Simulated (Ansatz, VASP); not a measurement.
Two plane-wave programs on ZrB

File INCAR:

```
SYSTEM = ZrB
ALGO = Normal
EDIFF = 1E-7
ENCUT = 520
GGA = PE
ISIF = 2
ISMEAR = 0
LASPH = .TRUE.
LCHARG = .TRUE.
LELF = .TRUE.
LREAL = .FALSE.
LVHAR = .TRUE.
LWAVE = .FALSE.
NBANDS = 14
NELM = 60
PREC = Accurate
SIGMA = 0.05
```

The input KPOINTS:

```
k-points
0
G
  12 12 12
  0 0 0
```

Contents of POSCAR:

```
ZrB
1.0
    0.0000000000      2.4521217160      2.4521217160
    2.4521217160      0.0000000000      2.4521217160
    2.4521217160      2.4521217160      0.0000000000
Zr B
1 1
Direct
    0.5000000000      0.5000000000      0.5000000000
   -0.0101952525      0.0101952525      0.0101952525
```

Input for Ansatz:

```yaml
crystal:
  lattice:
    - [0.0, 2.452121716, 2.452121716]
    - [2.452121716, 0.0, 2.452121716]
    - [2.452121716, 2.452121716, 0.0]
  atoms:
    - { symbol: Zr, position: [0.5, 0.5, 0.5] }
    - { symbol: B, position: [-0.0101952525, 0.0101952525, 0.0101952525] }
basis:
  ecutwfc: 420
  ecutrho_ratio: 4
kpoints:
  mp_grid: { grid: [12, 12, 12] }
hamiltonian:
  xc: pbe
scf:
  occupations: { method: gaussian, width: 0.05 }
output:
  forces: true
  stress: true
  eigenvalues: true
  write_density: true
  write_potential: true
  elf: true
  volumetric_format: npy
```

Alike in both runs: task single point; functional PBE; k mesh 12 × 12 × 12; occupations gaussian, width 0.05 eV; no spin polarisation.

|  | VASP | Ansatz |
| --- | --- | --- |
| version | VASP 6.6.1 | Ansatz 0.2.0 |
| potentials or method | VASP PAW PBE potentials, release 64 (Zr_sv, B), cutoff 520 eV | scalar-relativistic, plane waves, PAW |
| valence electrons in the cell | 15 | 15 |

Ansatz gave:

- gap on the k mesh at the Fermi level (eV): none
- pressure (GPa): 0.1
- traceless stress, the component that is largest in VASP (GPa): 0.31
- rms of the force components (eV/Å): 0.191

Task: Which values does VASP return?

Result: gap on the k mesh at the Fermi level (eV): none; pressure (GPa): 0.2; traceless stress, the component that is largest in VASP (GPa): 0.31; rms of the force components (eV/Å): 0.192.

Atom by atom the forces differ by 0.001 eV/Å (rms over components). A gap of «none» marks a metal or a gap that the smearing closes. With one functional, cell and mesh, what is left measures potentials, basis and numerics.
